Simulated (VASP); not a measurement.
**Sb: single point with LDA**

Crystal: Sb.

```
CELL_PARAMETERS angstrom
2.27032 1.31077 3.35956
-2.27032 1.31077 3.35956
0.00000 -2.62154 3.35956
ATOMIC_POSITIONS crystal
Sb 0.23364 0.23364 0.23364
Sb 0.76636 0.76636 0.76636
```

This cell differs from its parent crystal: ratio of the length along z to the lengths across it x 0.85, volume and fractional coordinates fixed.

```json
{"Program": "VASP 6.6.1", "Task": "single point", "Functional": "LDA", "Potentials or basis": "VASP PAW LDA potentials, release 64 (Sb_d_GW)", "Cutoff": "500 eV", "k mesh": "15 × 15 × 15", "Occupations": "gaussian, width 0.15 eV", "Spin": "no spin polarisation", "Dipole correction": "no", "Second run": "valence_matched", "Further INCAR settings": "ALGO = Normal; EDIFF = 1e-06; NBANDS = 22"}
```

```yaml
Pressure: -2.1 GPa
Largest_force: 0.275 eV/Å
Band_gap_on_the_k_mesh: zero (band 15 reaches 4.94 eV, above the bottom of band 16 at 4.42 eV)
```

Forces in eV/Å, atoms in the order of the input:
```
Sb   0.000  0.000  0.275
Sb   0.000  0.000 -0.275
```

Stress tensor (GPa, compression positive):
```
-3.84  0.00  0.00
 0.00 -3.84  0.00
 0.00  0.00  1.31
```

Levels at points of the mesh, in eV from the Fermi level:
```tsv
k point	band 12	band 13	band 14	band 15	band 16	band 17	band 18	band 19
(0.00, 0.00, 0.00)	-4.57	-1.88	-1.88	-0.55	2.65	3.30	3.30	4.99
```

Wall time 2.2 min on 1 thread of Intel(R) Xeon(R) 6975P-C (Granite Rapids), with other jobs on the host, peak memory 0.49 GiB.

Caveat: spin-orbit coupling is left out, which moves the levels of the heavy elements.
